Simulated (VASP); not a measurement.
A run of VASP 6.6.1 is set up as follows.

The input INCAR:

```
SYSTEM = WS2
PREC = Accurate
ENCUT = 520
EDIFF = 1E-6
ISMEAR = 0
SIGMA = 0.05
LREAL = .FALSE.
LASPH = .TRUE.
NELM = 80
ALGO = Normal
ISIF = 2
LWAVE = .FALSE.
LCHARG = .FALSE.
GGA = PS
NBANDS = 35
```

The input KPOINTS:

```
Automatic mesh
0
G
  12 12 2
  0 0 0
```

The input POSCAR:

```
WS2
1.0
    3.1180283786      0.0000000000      0.0000000000
   -1.5590141893      2.7002917856      0.0000000000
    0.0000000000      0.0000000000     12.5828033276
W S
2 4
Direct
    0.3333333333      0.6666666667      0.2500000000
    0.6666666667      0.3333333333      0.7500000000
    0.3333333333      0.6666666667      0.6134192893
    0.6666666667      0.3333333333      0.1134192893
    0.3333333333      0.6666666667      0.8865807107
    0.6666666667      0.3333333333      0.3865807107
```

Potentials or basis: VASP PAW PBE potentials, release 64 (W_sv, S).

The run is started by

```sh
$ cat potpaw_PBE.64/W_sv/POTCAR potpaw_PBE.64/S/POTCAR > POTCAR
$ mpirun -np 1 vasp_std > vasp.out
```

**Question.** What does it give for the pressure?

**Answer.** -11.2 GPa.

**Question.** Predict the largest force.

**Answer.** 2.411 eV/Å.

**Question.** What does it give for the band gap on the k mesh?

**Answer.** 0.84 eV (least direct gap 1.71 eV).

Stress tensor (GPa, compression positive):
```
 -5.07   0.00   0.00
  0.00  -5.07   0.00
  0.00   0.00 -23.57
```

Caveat: the cell differs from its parent crystal (atoms shifted along a free coordinate); the cell stands under tension; the PAW data sets were made with another functional, which shifts forces and pressure a little; spin-orbit coupling is left out, which moves the levels of the heavy elements; this functional lacks dispersion, which binds the layers, so the pressure and a relaxed spacing across them are unreliable. A k mesh can miss the band edges.
